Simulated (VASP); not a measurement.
# CaMgF4 (F-43m) in VASP: single point with PBE

Aim: the single point of CaMgF4 with PBE.

All numbers are computed with VASP 6.6.1; they aren't measurements. Logs are shortened: lines on timing, memory, paths and dates and some standing lists are left out, and cuts for length are marked.

## 1. The cell of the first run

The structure is cubic, space group F-43m (No. 216). Conventional cell: a = 6.807 Å, b = 6.807 Å, c = 6.807 Å, α = 90.00°, β = 90.00°, γ = 90.00°. Ca (site symmetry -43m) has 12 F at 2.82 Å and 4 Mg at 2.95 Å within 3.7 Å. Within 3.7 Å of Mg (site symmetry -43m) lie 12 F at 2.82 Å and 4 Ca at 2.95 Å. F (site symmetry 3m) has 6 F at 2.39 to 2.42 Å and 3 Mg at 2.82 Å and 3 Ca at 2.82 Å within 3.2 Å.

## 2. Single point, PBE

INCAR reads:

```
PREC = Accurate ; ENCUT = 520
EDIFF = 1E-6 ; ISMEAR = 0
SIGMA = 0.1 ; LREAL = F
LASPH = T ; NELM = 60
ALGO = Normal ; ISIF = 2
LWAVE = F ; LCHARG = F
GGA = PE ; NBANDS = 29
```

KPOINTS reads:

```
regular mesh
0
Gamma
  4 4 4
```

POSCAR reads:

```
CaMgF4
1.0
    0.0000000000      3.4034829400      3.4034829400
    3.4034829400      0.0000000000      3.4034829400
    3.4034829400      3.4034829400      0.0000000000
Ca Mg F
1 1 4
Direct
    0.0000000000      0.0000000000      0.0000000000
    0.7500000000      0.7500000000      0.7500000000
    0.3759208700      0.3759208700      0.8722373800
    0.8722373800      0.3759208700      0.3759208700
    0.3759208700      0.3759208700      0.3759208700
    0.3759208700      0.8722373800      0.3759208700
```

Potentials or basis: VASP PAW PBE potentials, release 64 (Ca_sv, Mg, F).

Started as:

```console
> cat potpaw_PBE.64/Ca_sv/POTCAR potpaw_PBE.64/Mg/POTCAR potpaw_PBE.64/F/POTCAR > POTCAR
> mpirun -np 1 vasp_std > vasp.out
```

OUTCAR:

```text
PREC = Accurate
   ENCUT = 520
   EDIFF = 1E-6
   ISMEAR = 0
   LREAL = F
   LASPH = T
   NELM = 60
   ISIF = 2
   GGA = PE

 ion  position               nearest neighbor table
   1  0.000  0.000  0.000-   2 2.95   2 2.95   2 2.95   2 2.95
   2  0.750  0.750  0.750-   1 2.95   1 2.95   1 2.95   1 2.95
   3  0.376  0.376  0.872-
   4  0.872  0.376  0.376-
   5  0.376  0.376  0.376-
   6  0.376  0.872  0.376-

  LATTYP: Found a face centered cubic cell.
 ALAT       =     6.8069658800

  Lattice vectors:

 A1 = (   0.0000000000,   3.4034829400,   3.4034829400)
 A2 = (   3.4034829400,   0.0000000000,   3.4034829400)
 A3 = (   3.4034829400,   3.4034829400,   0.0000000000)

Analysis of symmetry for initial positions (statically):
=====================================================================
 Subroutine PRICEL returns:
 Original cell was already a primitive cell.

 Routine SETGRP: Setting up the symmetry group for a
 face centered cubic supercell.

 Subroutine GETGRP returns: Found 24 space group operations
 (whereof 24 operations were pure point group operations)
 out of a pool of 48 trial point group operations.

The static configuration has the point symmetry T_d .

Analysis of symmetry for dynamics (positions and initial velocities):
=====================================================================
 Subroutine PRICEL returns:
 Original cell was already a primitive cell.

 Routine SETGRP: Setting up the symmetry group for a
 face centered cubic supercell.

 Subroutine GETGRP returns: Found 24 space group operations
 (whereof 24 operations were pure point group operations)
 out of a pool of 48 trial point group operations.

The dynamic configuration has the point symmetry T_d .

 Subroutine INISYM returns: Found 24 space group operations
 (whereof 24 operations are pure point group operations),
 and found     1 'primitive' translations

----------------------------------------------------------------------------------------

                                     Primitive cell

  volume of cell :      78.8498

  direct lattice vectors                    reciprocal lattice vectors
     0.000000000  3.403482940  3.403482940    -0.146908331  0.146908331  0.146908331
     3.403482940  0.000000000  3.403482940     0.146908331 -0.146908331  0.146908331
     3.403482940  3.403482940  0.000000000     0.146908331  0.146908331 -0.146908331

  length of vectors
     4.813251733  4.813251733  4.813251733     0.254452694  0.254452694  0.254452694

  position of ions in fractional coordinates (direct lattice)
     0.000000000  0.000000000  0.000000000
     0.750000000  0.750000000  0.750000000
     0.375920870  0.375920870  0.872237380
     0.872237380  0.375920870  0.375920870
     0.375920870  0.375920870  0.375920870
     0.375920870  0.872237380  0.375920870

  ion indices of the primitive-cell ions
   primitive index   ion index
                 1           1
                 2           2
                 3           3
                 4           4
                 5           5
                 6           6

----------------------------------------------------------------------------------------

 KPOINTS: regular mesh

Automatic generation of k-mesh.
 Grid dimensions read from file:
 generate k-points for:    4    4    4

 Generating k-lattice:

  Cartesian coordinates                     Fractional coordinates (reciprocal lattice)
    -0.036727083  0.036727083  0.036727083     0.250000000  0.000000000  0.000000000
     0.036727083 -0.036727083  0.036727083     0.000000000  0.250000000  0.000000000
     0.036727083  0.036727083 -0.036727083     0.000000000  0.000000000  0.250000000

  Length of vectors
     0.063613174  0.063613174  0.063613174

  Shift w.r.t. Gamma in fractional coordinates (k-lattice)
     0.000000000  0.000000000  0.000000000

 Subroutine IBZKPT returns following result:
 ===========================================

 Found      8 irreducible k-points:

 Following reciprocal coordinates:
            Coordinates               Weight
  0.000000  0.000000  0.000000      1.000000
  0.250000  0.000000  0.000000      8.000000
  0.500000  0.000000  0.000000      4.000000
  0.250000  0.250000  0.000000      6.000000
  0.500000  0.250000  0.000000     24.000000
 -0.250000  0.250000  0.000000     12.000000
  0.500000  0.500000  0.000000      3.000000
 -0.250000  0.500000  0.250000      6.000000
   k-points           NKPTS =      8   k-points in BZ     NKDIM =      8   number of bands    NBANDS=     29
   number of dos      NEDOS =    301   number of ions     NIONS =      6
   total plane-waves  NPLWV =  46656
   dimension x,y,z NGX =    36 NGY =   36 NGZ =   36
   dimension x,y,z NGXF=    72 NGYF=   72 NGZF=   72
   ions per type =               1   1   4
   NGX,Y,Z   is equivalent  to a cutoff of  12.43, 12.43, 12.43 a.u.
   NGXF,Y,Z  is equivalent  to a cutoff of  24.87, 24.87, 24.87 a.u.
 SYSTEM =  unknown system
   PREC   = accura    normal or accurate (medium, high low for compatibility)
   ISTART =      0    job   : 0-new  1-cont  2-samecut
   ICHARG =      2    charge: 1-file 2-atom 10-const
   ISPIN  =      1    spin polarized calculation?
   LNONCOLLINEAR =      F non collinear calculations
   LSORBIT =      F    spin-orbit coupling
   LASPH  =      T    aspherical Exc in radial PAW
   ENCUT  =  520.0 eV  38.22 Ry    6.18 a.u.   8.95  8.95  8.95*2*pi/ulx,y,z
   NELM   =     60;   NELMIN=  2; NELMDL= -5     # of ELM steps
   EDIFF  = 0.1E-05   stopping-criterion for ELM
   LREAL  =      F    real-space projection
   EDIFFG = 0.1E-04   stopping-criterion for IOM
   NSW    =      0    number of steps for IOM
   IBRION =     -1    ionic relax: 0-MD 1-quasi-New 2-CG
   NFREE  =      0    steps in history (QN), initial steepest desc. (CG)
   ISIF   =      2    stress and relaxation
   ISYM   =      2    0-nonsym 1-usesym 2-fastsym
   POTIM  = 0.5000    time-step for ionic-motion
   TEBEG  =    0.0;   TEEND  =   0.0 temperature during run
   PSTRESS=    0.0 pullay stress
   NELECT =      40.0000    total number of electrons
   NUPDOWN=      -1.0000    fix difference up-down
   EMIN   =  10.00;   EMAX   =-10.00  energy-range for DOS
   EFERMI =   0.00;   METHOD = LEGACY
   ISMEAR =     0;   SIGMA  =   0.10  broadening in eV -4-tet -1-fermi 0-gaus
   EFERMI_NEDOS =   21; number of points for ismear=-14 and -15
   IALGO  =     38    algorithm
   IMIX   =      4    mixing-type and parameters
     AMIX     =   0.40;   BMIX     =  1.00
     AMIX_MAG =   1.60;   BMIX_MAG =  1.00
  volume/ion in A,a.u.               =      13.14        88.68
  Fermi-wavevector in a.u.,A,eV,Ry     =   1.305653  2.467327 23.194272  1.704731
  Thomas-Fermi vector in A             =   2.436508
   LORBIT       =      0    0 simple, 1 ext, 2 COOP (PROOUT), +10 PAW based schemes
   GGA     = PE    functional components
   LHFCALC =     F    Hartree Fock is set to
   AEXX    =    0.0000 exact exchange contribution
   IVDW    =     0    specifies the selected vdW correction
   LEPSILON=     F    determine dielectric tensor
   LRPA    =     F    only Hartree local field effects (RPA)
 non-spin polarized calculation
 Gauss-broadening in eV      SIGMA  =   0.10
  energy-cutoff  :      520.00
  volume of cell :       78.85
 maximum number of plane-waves:      2148
   NGX = 17   NGY = 17   NGZ = 17

 number of electron      40.0000034 magnetization

 Free energy of the ion-electron system (eV)
  ---------------------------------------------------
  ext. energy  EPLUGINS =         0.00000000
  ---------------------------------------------------
  free energy    TOTEN  =       -21.02304783 eV

  energy without entropy =      -21.01854112  energy(sigma->0) =      -21.02079447

 E-fermi :   2.0132     XC(G=0):  -9.7673

 val. band max:        1.9394492546   @ k =   0.0000   0.0000   0.0000
 cond. band min:       2.3752849190   @ k =   0.2500   0.0000   0.0000
 fundamental gap:      0.4358356644
 Fermi energy:         2.0131680995

 k-point     1 :       0.0000    0.0000    0.0000
  band No.  band energies     occupation
      1     -39.5403      2.00000
      2     -20.5025      2.00000
      3     -20.5025      2.00000
      4     -20.5025      2.00000
      5     -19.8101      2.00000
      6     -18.4499      2.00000
[... 21 lines left out ...]
     28       9.8096      0.00000
     29       9.8096      0.00000

 k-point     2 :       0.2500    0.0000    0.0000
  band No.  band energies     occupation
      1     -39.5397      2.00000
      2     -20.5884      2.00000
      3     -20.5038      2.00000
      4     -20.5038      2.00000
      5     -19.5966      2.00000
      6     -18.6020      2.00000
[... 21 lines left out ...]
     28       9.8363      0.00000
     29       9.8363      0.00000

 k-point     3 :       0.5000    0.0000    0.0000
  band No.  band energies     occupation
      1     -39.5392      2.00000
      2     -20.6517      2.00000
      3     -20.5050      2.00000
      4     -20.5050      2.00000
      5     -19.3257      2.00000
      6     -18.8343      2.00000
[... 21 lines left out ...]
     28       9.8795      0.00000
     29       9.8795      0.00000

 k-point     4 :       0.2500    0.2500    0.0000
  band No.  band energies     occupation
      1     -39.5396      2.00000
      2     -20.5771      2.00000
      3     -20.5161      2.00000
      4     -20.5161      2.00000
      5     -19.5468      2.00000
      6     -18.6709      2.00000
[... 21 lines left out ...]
     28       9.6037      0.00000
     29       9.6037      0.00000

 k-point     5 :       0.5000    0.2500    0.0000
  band No.  band energies     occupation
      1     -39.5391      2.00000
      2     -20.6150      2.00000
      3     -20.5312      2.00000
      4     -20.5174      2.00000
      5     -19.2865      2.00000
      6     -18.8956      2.00000
[... 21 lines left out ...]
     28       8.8400      0.00000
     29       9.5018      0.00000

 k-point     6 :      -0.2500    0.2500    0.0000
  band No.  band energies     occupation
      1     -39.5393      2.00000
      2     -20.6145      2.00000
      3     -20.5340      2.00000
      4     -20.5051      2.00000
      5     -19.3708      2.00000
      6     -18.7991      2.00000
[... 21 lines left out ...]
     28       8.7274      0.00000
     29       9.7296      0.00000

 k-point     7 :       0.5000    0.5000    0.0000
  band No.  band energies     occupation
      1     -39.5389      2.00000
      2     -20.6026      2.00000
      3     -20.5297      2.00000
      4     -20.5297      2.00000
      5     -19.1983      2.00000
      6     -19.0253      2.00000
[... 21 lines left out ...]
     28       9.1037      0.00000
     29       9.1037      0.00000

 k-point     8 :      -0.2500    0.5000    0.2500
  band No.  band energies     occupation
      1     -39.5389      2.00000
      2     -20.5956      2.00000
      3     -20.5420      2.00000
      4     -20.5364      2.00000
      5     -19.1524      2.00000
      6     -19.0266      2.00000
[... 21 lines left out ...]
     28       8.1397      0.00000
     29       9.0526      0.00000

------------------------ aborting loop because EDIFF is reached ----------------------------------------

  FORCE on cell =-STRESS in cart. coord.  units (eV):
  Direction    XX          YY          ZZ          XY          YZ          ZX
  --------------------------------------------------------------------------------------
  -------------------------------------------------------------------------------------
  Total       -1.7231169     -1.7231169     -1.7231169     -0.0000000     -0.0000000      0.0000000
  in kB      -35.0126188    -35.0126188    -35.0126188     -0.0000000     -0.0000000      0.0000000
  external PRESSURE =     -35.0126188 kB  Pullay stress =       0.0000000 kB

 VOLUME and BASIS-vectors are now :
 -----------------------------------------------------------------------------
  energy-cutoff  :      520.00
  volume of cell :       78.85
      direct lattice vectors                 reciprocal lattice vectors
     0.000000000  3.403482940  3.403482940    -0.146908331  0.146908331  0.146908331
     3.403482940  0.000000000  3.403482940     0.146908331 -0.146908331  0.146908331
     3.403482940  3.403482940  0.000000000     0.146908331  0.146908331 -0.146908331

 POSITION                                       TOTAL-FORCE (eV/Angst)
 -----------------------------------------------------------------------------------
      0.00000      0.00000      0.00000         0.000000      0.000000      0.000000
      5.10522      5.10522      5.10522         0.000000      0.000000      0.000000
      4.24809      4.24809      2.55888         0.115396      0.115396     -0.115396
      2.55888      4.24809      4.24809        -0.115396      0.115396      0.115396
      2.55888      2.55888      2.55888        -0.115396     -0.115396     -0.115396
      4.24809      2.55888      4.24809         0.115396     -0.115396      0.115396
 -----------------------------------------------------------------------------------
    total drift:                                0.000126      0.000126      0.000126

  FREE ENERGIE OF THE ION-ELECTRON SYSTEM (eV)
  ---------------------------------------------------
  free  energy   TOTEN  =       -21.0230478322 eV

  energy  without entropy=      -21.0185411167  energy(sigma->0) =      -21.02079447
```

It took 46 s on 1 thread of AMD EPYC 7R13, shared host; peak memory 0.18 GiB.

Results:

```yaml
Free_energy: -21.0230 eV
Pressure: -3.5 GPa
Largest_force: 0.200 eV/Å
Band_gap_on_the_k_mesh: zero (filled and empty bands touch)
```

Forces on the atoms (eV/Å):
```
Ca   0.000  0.000  0.000
Mg   0.000  0.000  0.000
F    0.115  0.115 -0.115
F   -0.115  0.115  0.115
F   -0.115 -0.115 -0.115
F    0.115 -0.115  0.115
```

Caveat: the k points lie up to 0.40 Å⁻¹ apart.
